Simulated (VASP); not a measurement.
Wanted: the native input for a VASP 6.6.1 run.

```yaml
Task: single point
Functional: PBE
Potentials_or_basis: VASP PAW PBE potentials, release 64 (Pb_d)
Cutoff: 520 eV
k_mesh: 12 × 12 × 6
Occupations: gaussian, width 0.05 eV
Spin: no spin polarisation
Dipole_correction: no
Further_INCAR_settings: ALGO = Normal; EDIFF = 1e-06; NBANDS = 21
```

The structure of Pb lies in POSCAR:

```
Pb
1.0
    3.3599030584      0.0000000000      0.0000000000
   -1.6799515292      2.9097614029      0.0000000000
    0.0000000000      0.0000000000      5.3970856599
Pb
2
Direct
    0.3333333333      0.6666666667      0.2500000000
    0.6666666667      0.3333333333      0.7500000000
```

One way to write it, as run:

INCAR

```
PREC     = Accurate       # precision mode
ENCUT    = 520            # plane-wave cutoff, eV
EDIFF    = 1E-6           # SCF threshold, eV
ISMEAR   = 0              # smearing method
SIGMA    = 0.05           # smearing width, eV
LREAL    = F              # projectors in reciprocal space
LASPH    = T              # aspherical terms in the spheres
NELM     = 100            # most SCF steps
ALGO     = Normal         # electronic algorithm
ISIF     = 2              # what is computed and relaxed
LWAVE    = F              # write WAVECAR
LCHARG   = F              # write CHGCAR
GGA      = PE             # functional
NBANDS   = 21             # bands
```

KPOINTS

```
Automatic mesh
0
Gamma
  12 12 6
```

Potentials or basis: VASP PAW PBE potentials, release 64 (Pb_d).

The run is started by

```bash
$ cat potpaw_PBE.64/Pb_d/POTCAR > POTCAR
$ mpirun -np 1 vasp_std > vasp.out
```

Results of the run:

The pressure is 11.6 GPa. The band gap on the k mesh is zero (band 14 reaches 15.25 eV, above the bottom of band 15 at 6.40 eV).

Caveat: spin-orbit coupling is left out, which moves the levels of the heavy elements.

Run time: 54 s on 1 thread of Intel(R) Xeon(R) Platinum 8259CL CPU @ 2.50GHz (Skylake/Cascade Lake) (shared host), peak memory 0.22 GiB.
